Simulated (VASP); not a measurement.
# ZrSi2 (Cmcm) in VASP: further runs, part 2 of 2

VASP 6.6.1. Earlier steps stand in the parts before.

### 4 Single point, PBEsol (biaxial strain in the a-b plane: -2.0 %, then relaxed in part)

INCAR

```
ALGO = Normal
EDIFF = 1E-7
ENCUT = 520
GGA = PS
ISIF = 2
ISMEAR = 0
LASPH = T
LCHARG = F
LREAL = F
LWAVE = F
NBANDS = 52
NELM = 80
PREC = Accurate
SIGMA = 0.1
```

KPOINTS

```
k-points
0
Gamma
  10 4 10
```

POSCAR

```
ZrSi2
1.0
    3.6007733805      0.0000000000      0.0000000000
    0.0000000000     14.2745722309      0.0000000000
    0.0000000000      0.0000000000      3.7015028662
Zr Si
4 8
Direct
    0.0000000000      0.1040078714      0.2500000000
    0.5000000000      0.3959921286      0.7500000000
    0.5000000000      0.6040078714      0.2500000000
    0.0000000000      0.8959921286      0.7500000000
    0.0000000000      0.4453328347      0.2500000000
    0.5000000000      0.0546671653      0.7500000000
    0.5000000000      0.2507284006      0.2500000000
    0.0000000000      0.2492715994      0.7500000000
    0.5000000000      0.9453328347      0.2500000000
    0.0000000000      0.5546671653      0.7500000000
    0.0000000000      0.7507284006      0.2500000000
    0.5000000000      0.7492715994      0.7500000000
```

Potentials or basis: VASP PAW PBE potentials, release 64 (Zr_sv, Si).

On the command line:

```sh
> cat potpaw_PBE.64/Zr_sv/POTCAR potpaw_PBE.64/Si/POTCAR > POTCAR
> mpirun -np 1 vasp_std > vasp.out
```

OUTCAR:

```text
EDIFF = 1E-7
   ENCUT = 520
   GGA = PS
   ISIF = 2
   ISMEAR = 0
   LASPH = T
   LREAL = F
   NELM = 80
   PREC = Accurate

 ion  position               nearest neighbor table
   1  0.000  0.104  0.250-   6 2.68   6 2.68   6 2.68   6 2.68   7 2.76   7 2.76   8 2.78   8 2.78
                             9 2.89   9 2.89   4 3.50   4 3.50
   2  0.500  0.396  0.750-   5 2.68   5 2.68   5 2.68   5 2.68   8 2.76   8 2.76   7 2.78   7 2.78
                            10 2.89  10 2.89   3 3.50   3 3.50
   3  0.500  0.604  0.250-  10 2.68  10 2.68  10 2.68  10 2.68  11 2.76  11 2.76  12 2.78  12 2.78
                             5 2.89   5 2.89   2 3.50   2 3.50
   4  0.000  0.896  0.750-   9 2.68   9 2.68   9 2.68   9 2.68  12 2.76  12 2.76  11 2.78  11 2.78
                             6 2.89   6 2.89   1 3.50   1 3.50
   5  0.000  0.445  0.250-  10 2.42  10 2.42   2 2.68   2 2.68   2 2.68   2 2.68   3 2.89   3 2.89
[... 11 lines left out ...]
  11  0.000  0.751  0.250-  12 2.58  12 2.58  12 2.58  12 2.58   3 2.76   3 2.76   4 2.78   4 2.78

  12  0.500  0.749  0.750-  11 2.58  11 2.58  11 2.58  11 2.58   4 2.76   4 2.76   3 2.78   3 2.78

  LATTYP: Found a simple orthorhombic cell.
 ALAT       =     3.6007733805
 B/A-ratio  =     1.0279744030
 C/A-ratio  =     3.9643073091

  Lattice vectors:

 A1 = (  -3.6007733805,   0.0000000000,   0.0000000000)
 A2 = (   0.0000000000,   0.0000000000,   3.7015028662)
 A3 = (   0.0000000000,  14.2745722309,   0.0000000000)

Analysis of symmetry for initial positions (statically):
=====================================================================
 Subroutine PRICEL returns following result:

  LATTYP: Found a base centered orthorhombic cell.
 ALAT       =     3.6007733805
 B/A-ratio  =     3.9643073091
 C/A-ratio  =     1.0279744030

  Lattice vectors:

 A1 = (  -1.8003866903,   7.1372861155,   0.0000000000)
 A2 = (  -1.8003866902,  -7.1372861154,   0.0000000000)
 A3 = (   0.0000000000,   0.0000000000,   3.7015028662)

   2 primitive cells build up your supercell.

 Routine SETGRP: Setting up the symmetry group for a
 simple orthorhombic supercell.

 Subroutine GETGRP returns: Found  8 space group operations
 (whereof  4 operations were pure point group operations)
 out of a pool of  8 trial point group operations.

The static configuration has the point symmetry C_2h.
 The point group associated with its full space group is D_2h.

Analysis of symmetry for dynamics (positions and initial velocities):
=====================================================================
 Subroutine PRICEL returns following result:

  LATTYP: Found a base centered orthorhombic cell.
 ALAT       =     3.6007733805
 B/A-ratio  =     3.9643073091
 C/A-ratio  =     1.0279744030

  Lattice vectors:

 A1 = (  -1.8003866903,   7.1372861155,   0.0000000000)
 A2 = (  -1.8003866902,  -7.1372861154,   0.0000000000)
 A3 = (   0.0000000000,   0.0000000000,   3.7015028662)

   2 primitive cells build up your supercell.

 Routine SETGRP: Setting up the symmetry group for a
 simple orthorhombic supercell.

 Subroutine GETGRP returns: Found  8 space group operations
[... 71 lines left out ...]
  0.200000  0.000000  0.000000      2.000000
  0.300000  0.000000  0.000000      2.000000
  0.400000  0.000000  0.000000      2.000000
  0.500000  0.000000  0.000000      1.000000
[... 16 lines left out ...]
  0.400000  0.000000  0.100000      4.000000
  0.500000  0.000000  0.100000      2.000000
 [... further k-points ...]
   k-points           NKPTS =    108   k-points in BZ     NKDIM =    108   number of bands    NBANDS=     52
   number of dos      NEDOS =    301   number of ions     NIONS =     12
   total plane-waves  NPLWV =  84672
   dimension x,y,z NGX =    28 NGY =  108 NGZ =   28
   dimension x,y,z NGXF=    56 NGYF=  216 NGZF=   56
   ions per type =               4   8
   NGX,Y,Z   is equivalent  to a cutoff of  12.93, 12.58, 12.58 a.u.
   NGXF,Y,Z  is equivalent  to a cutoff of  25.85, 25.16, 25.15 a.u.
 SYSTEM =  unknown system
   PREC   = accura    normal or accurate (medium, high low for compatibility)
   ISTART =      0    job   : 0-new  1-cont  2-samecut
   ICHARG =      2    charge: 1-file 2-atom 10-const
   ISPIN  =      1    spin polarized calculation?
   LNONCOLLINEAR =      F non collinear calculations
   LSORBIT =      F    spin-orbit coupling
   LASPH  =      T    aspherical Exc in radial PAW
   ENCUT  =  520.0 eV  38.22 Ry    6.18 a.u.   6.70 26.54  6.88*2*pi/ulx,y,z
   NELM   =     80;   NELMIN=  2; NELMDL= -5     # of ELM steps
   EDIFF  = 0.1E-06   stopping-criterion for ELM
   LREAL  =      F    real-space projection
   EDIFFG = 0.1E-05   stopping-criterion for IOM
   NSW    =      0    number of steps for IOM
   IBRION =     -1    ionic relax: 0-MD 1-quasi-New 2-CG
   NFREE  =      0    steps in history (QN), initial steepest desc. (CG)
   ISIF   =      2    stress and relaxation
   ISYM   =      2    0-nonsym 1-usesym 2-fastsym
   POTIM  = 0.5000    time-step for ionic-motion
   TEBEG  =    0.0;   TEEND  =   0.0 temperature during run
   PSTRESS=    0.0 pullay stress
   NELECT =      80.0000    total number of electrons
   NUPDOWN=      -1.0000    fix difference up-down
   EMIN   =  10.00;   EMAX   =-10.00  energy-range for DOS
   EFERMI =   0.00;   METHOD = LEGACY
   ISMEAR =     0;   SIGMA  =   0.10  broadening in eV -4-tet -1-fermi 0-gaus
   EFERMI_NEDOS =   21; number of points for ismear=-14 and -15
   IALGO  =     38    algorithm
   IMIX   =      4    mixing-type and parameters
     AMIX     =   0.40;   BMIX     =  1.00
     AMIX_MAG =   1.60;   BMIX_MAG =  1.00
  volume/ion in A,a.u.               =      15.85       106.99
  Fermi-wavevector in a.u.,A,eV,Ry     =   1.226476  2.317704 20.466484  1.504244
  Thomas-Fermi vector in A             =   2.361476
   LORBIT       =      0    0 simple, 1 ext, 2 COOP (PROOUT), +10 PAW based schemes
   GGA     = PS    functional components
   LHFCALC =     F    Hartree Fock is set to
   AEXX    =    0.0000 exact exchange contribution
   IVDW    =     0    specifies the selected vdW correction
   LEPSILON=     F    determine dielectric tensor
   LRPA    =     F    only Hartree local field effects (RPA)
 non-spin polarized calculation
 Gauss-broadening in eV      SIGMA  =   0.10
  energy-cutoff  :      520.00
  volume of cell :      190.26
 maximum number of plane-waves:      5168
 NGX is ok and might be reduce to    28
   NGX = 13   NGY = 53   NGZ = 13

 number of electron      79.9999999 magnetization

 Free energy of the ion-electron system (eV)
  ---------------------------------------------------
  ext. energy  EPLUGINS =         0.00000000
  ---------------------------------------------------
  free energy    TOTEN  =       -91.28705121 eV

  energy without entropy =      -91.27523444  energy(sigma->0) =      -91.28114282

 E-fermi :  10.5842     XC(G=0): -11.6019

 val. band max:       10.5776963171   @ k =   0.2000   0.0000   0.2000
 cond. band min:      10.5881997803   @ k =   0.2000   0.0000   0.0000
 fundamental gap:      0.0105034631
 Fermi energy:        10.5841520169

 k-point     1 :       0.0000    0.0000    0.0000
  band No.  band energies     occupation
      1     -37.8254      2.00000
      2     -37.8249      2.00000
      3     -37.8064      2.00000
      4     -37.8059      2.00000
      5     -16.1684      2.00000
      6     -16.1453      2.00000
[... 1309 lines left out ...]
     51      13.5705      0.00000
     52      13.5705      0.00000

 [... further k-points ...]
[... 5 lines left out ...]
  --------------------------------------------------------------------------------------
  -------------------------------------------------------------------------------------
  Total        7.3366050      5.9366528      0.2497287      0.0000000     -0.0000000      0.0000000
  in kB       61.7829640     49.9936969      2.1030136      0.0000000     -0.0000000      0.0000000
  external PRESSURE =      37.9598915 kB  Pullay stress =       0.0000000 kB

 VOLUME and BASIS-vectors are now :
 -----------------------------------------------------------------------------
  energy-cutoff  :      520.00
  volume of cell :      190.26
      direct lattice vectors                 reciprocal lattice vectors
     3.600773381  0.000000000  0.000000000     0.277718116  0.000000000  0.000000000
     0.000000000 14.274572231  0.000000000     0.000000000  0.070054639  0.000000000
     0.000000000  0.000000000  3.701502866     0.000000000  0.000000000  0.270160536

 POSITION                                       TOTAL-FORCE (eV/Angst)
 -----------------------------------------------------------------------------------
      0.00000      1.48467      0.92538         0.000000     -0.000320     -0.000000
      1.80039      5.65262      2.77613         0.000000      0.000320      0.000000
      1.80039      8.62195      0.92538         0.000000     -0.000320      0.000000
      0.00000     12.78990      2.77613         0.000000      0.000320     -0.000000
      0.00000      6.35694      0.92538         0.000000      0.002516      0.000000
      1.80039      0.78035      2.77613         0.000000     -0.002516      0.000000
      1.80039      3.57904      0.92538        -0.000000      0.000497     -0.000000
      0.00000      3.55825      2.77613         0.000000     -0.000497     -0.000000
      1.80039     13.49422      0.92538         0.000000      0.002516      0.000000
      0.00000      7.91764      2.77613        -0.000000     -0.002516     -0.000000
      0.00000     10.71633      0.92538        -0.000000      0.000497      0.000000
      1.80039     10.69553      2.77613         0.000000     -0.000497     -0.000000
 -----------------------------------------------------------------------------------
    total drift:                                0.000000     -0.000000     -0.000000

  FREE ENERGIE OF THE ION-ELECTRON SYSTEM (eV)
  ---------------------------------------------------
  free  energy   TOTEN  =       -91.2870512122 eV

  energy  without entropy=      -91.2752344356  energy(sigma->0) =      -91.28114282
```

Run time: 20 min. Hardware: 1 thread of Intel Xeon 8259CL, shared host; peak memory 0.81 GiB.

Results:

| Quantity | Value |
| --- | --- |
| Free energy | -91.2871 eV |
| Pressure | 3.8 GPa |
| Band gap on the k mesh | zero (bands 40 and 41 overlap by 1.23 eV) |

Forces in eV/Å, atoms in the order of the input:
```
Zr   0.000  0.000  0.000
Zr   0.000  0.000  0.000
Zr   0.000  0.000  0.000
Zr   0.000  0.000  0.000
Si   0.000  0.003  0.000
Si   0.000 -0.003  0.000
Si   0.000  0.000  0.000
Si   0.000  0.000  0.000
Si   0.000  0.003  0.000
Si   0.000 -0.003  0.000
Si   0.000  0.000  0.000
Si   0.000  0.000  0.000
```

Stress tensor (GPa, compression positive):
```
6.18 0.00 0.00
0.00 5.00 0.00
0.00 0.00 0.21
```

Caveat: the cell differs from its parent crystal (biaxial strain in the a-b plane: -2.0 %, then relaxed in part); the stress differs along the axes, from 0 to 6 GPa; the PAW data sets were made with another functional, which shifts forces and pressure a little.

### 5 The runs side by side

```csv
cell,k mesh,gap on the mesh (eV),pressure (GPa)
"a = 7.013, b = 7.013, c = 3.534 Å, angles 90.0, 90.0, 150.8°, 6 atoms, atomic positions A",10 × 10 × 10,none,25.3
"a = 7.236, b = 7.236, c = 3.590 Å, angles 90.0, 90.0, 151.2°, 6 atoms, atomic positions B",10 × 10 × 10,none,12.2
"a = 3.601, b = 14.275, c = 3.702 Å, 12 atoms, atomic positions C",10 × 4 × 10,none,3.8
```

Alike in all rows: task single point; level PBEsol; potentials or basis VASP PAW PBE potentials, release 64 (Zr_sv, Si); no spin polarisation; cutoff (eV) 520; smearing gaussian 0.1 eV.

Caveats: the PAW data sets were made with another functional, which shifts forces and pressure a little; the cell stands under pressure (at least some runs); the stress differs along the axes, from 0 to 6 GPa (at least some runs).

Absolute energies hang on the potentials; compare differences alone.
